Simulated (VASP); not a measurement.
A run of VASP 6.6.1:

The input INCAR:

```
  ALGO = Fast
  EDIFF = 1E-6
  ENCUT = 520
  GGA = PS
  ISIF = 2
  ISMEAR = 0
  LASPH = True
  LCHARG = True
  LELF = True
  LREAL = False
  LVHAR = True
  LWAVE = False
  NBANDS = 21
  NELM = 80
  PREC = Accurate
  SIGMA = 0.15
```

Contents of KPOINTS:

```
k-points
0
Gamma
  18 18 10
```

POSCAR

```
Ru
1.0
    2.6896847532      0.0000000000      0.0000000000
   -1.3448423766      2.3293353245      0.0000000000
    0.0000000000      0.0000000000      4.2523798378
Ru
2
Direct
    0.3533605057      0.7067210114      0.2500000000
    0.6466394943      0.2932789886      0.7500000000
```

Potentials or basis: VASP PAW PBE potentials, release 64 (Ru_pv).

Launch:

```sh
$ cat potpaw_PBE.64/Ru_pv/POTCAR > POTCAR
$ mpirun -np 1 vasp_std > vasp.out
```

Hardware: 1 thread of Intel(R) Xeon(R) Platinum 8488C (Sapphire Rapids), with other jobs on the host.

Q: How long does it take, and how much memory?

A: Run time: 2.3 min on 1 thread of Intel(R) Xeon(R) Platinum 8488C (Sapphire Rapids), with other jobs on the host, peak memory 0.33 GiB. Counts: scf iterations 13, k points 546.
